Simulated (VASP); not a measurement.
A run of VASP 6.6.1 is set up as follows.

Contents of INCAR:

```
PREC = Accurate
ENCUT = 520
EDIFF = 1E-6
ISMEAR = 0
SIGMA = 0.05
LREAL = False
LASPH = True
NELM = 150
ALGO = Normal
ISIF = 2
LWAVE = False
LCHARG = False
ISPIN = 2
MAGMOM = 0.05
LORBIT = 11
LMAXMIX = 4
GGA = CA
NBANDS = 16
```

File KPOINTS:

```
regular mesh
0
Gamma
  22 22 22
```

POSCAR

```
Cr
1.0
   -1.3942323889      1.3942323889      1.3942323889
    1.3942323889     -1.3942323889      1.3942323889
    1.3942323889      1.3942323889     -1.3942323889
Cr
1
Direct
    0.0000000000      0.0000000000      0.0000000000
```

Potentials or basis: VASP PAW LDA potentials, release 64 (Cr_pv).

Launch:

```bash
$ cat potpaw_LDA.64/Cr_pv/POTCAR > POTCAR
$ mpirun -np 1 vasp_std > vasp.out
```

What does it give for the net moment?

0.00 μB per cell.

What does it give for the band gap on the k mesh?

Zero (filled and empty bands overlap).

What does it give for the pressure?

0.1 GPa.
